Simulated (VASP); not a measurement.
InAs: single point with PBEsol

InAs:

```
In As
1.0
     0.00000    2.78208    3.26592
     2.78208    0.00000    3.26592
     2.78208    2.78208    0.00000
In As
1 1
Direct
  0.00000 0.00000 0.00000
  0.75000 0.75000 0.75000
```

This cell differs from its parent crystal: strain -0.080 along x and y, +0.080 along z.

```yaml
Program: VASP 6.6.1
Task: single point
Functional: PBEsol
Potentials_or_basis: VASP PAW PBE potentials, release 64 (In_d, As)
Cutoff: 520 eV
k_mesh: 14 × 14 × 14
Occupations: gaussian, width 0.15 eV
Spin: no spin polarisation
```

```
Pressure               : 7.3 GPa
Band gap on the k mesh : zero (filled and empty bands touch)
```

Stress tensor (GPa, compression positive):
```
9.67 0.00 0.00
0.00 9.67 0.00
0.00 0.00 2.51
```

Levels at points of the mesh, in eV from the Fermi level:
| k point | band 5 | band 6 | band 7 | band 8 | band 9 | band 10 | band 11 | band 12 | band 13 | band 14 |
| --- | --- | --- | --- | --- | --- | --- | --- | --- | --- | --- |
| (0.00, 0.00, 0.00) | -14.85 | -12.90 | -1.19 | -0.46 | -0.12 | -0.12 | 3.48 | 3.48 | 3.78 | 6.91 |
| (0.50, 0.00, 0.00) | -14.82 | -11.13 | -6.71 | -2.20 | -0.90 | 0.21 | 4.16 | 4.85 | 6.55 | 8.54 |
| (0.50, 0.50, 0.00) | -14.84 | -10.90 | -7.38 | -2.37 | -2.37 | 1.53 | 2.54 | 8.07 | 9.30 | 9.30 |
| (0.50, 0.00, 0.50) | -14.81 | -10.30 | -6.33 | -3.37 | -3.30 | 0.57 | 1.06 | 7.91 | 8.74 | 9.12 |

Run time: 66 s on 1 thread of Intel(R) Xeon(R) 6975P-C (Granite Rapids) (shared host), peak memory 0.34 GiB.

Caveat: the cell differs from its parent crystal (strain -0.080 along x and y, +0.080 along z); the PAW data sets were made with another functional, which shifts forces and pressure a little; spin-orbit coupling is left out, which moves the levels of the heavy elements.
